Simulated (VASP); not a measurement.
Input of a VASP 6.6.1 run:

The input INCAR:

```
PREC     = Accurate       # precision mode
ENCUT    = 1340           # plane-wave cutoff, eV
EDIFF    = 1E-6           # SCF threshold, eV
ISMEAR   = 0              # smearing method
SIGMA    = 0.02           # smearing width, eV
LREAL    = F              # projectors in reciprocal space
LASPH    = T              # aspherical terms in the spheres
NELM     = 120            # most SCF steps
ALGO     = Normal         # electronic algorithm
ISIF     = 2              # what is computed and relaxed
LWAVE    = F              # write WAVECAR
LCHARG   = T              # write CHGCAR
GGA      = PE             # functional
LELF     = T              # ELF
LVHAR    = T            
NBANDS   = 15             # bands
GGA_COMPAT= F
```

Contents of KPOINTS:

```
Automatic mesh
0
Gamma
  8 8 8
```

POSCAR

```
BaO
1.0
    0.0000000000      2.7870094962      2.7870094962
    2.7870094962      0.0000000000      2.7870094962
    2.7870094962      2.7870094962      0.0000000000
Ba O
1 1
Direct
    0.0000000000      0.0000000000      0.0000000000
    0.5000000000      0.5000000000      0.5000000000
```

Potentials or basis: VASP PAW PBE potentials, release 64 (Ba_sv, O_h).

Launch:

```sh
$ cat potpaw_PBE.64/Ba_sv/POTCAR potpaw_PBE.64/O_h/POTCAR > POTCAR
$ mpirun -np 1 vasp_std > vasp.out
```

(1) Predict the pressure.

(2) What does it give for the band gap on the k mesh?

Results:

(1) 1.5 GPa.

(2) 2.04 eV.

Caveat: spin-orbit coupling is left out, which moves the levels of the heavy elements.
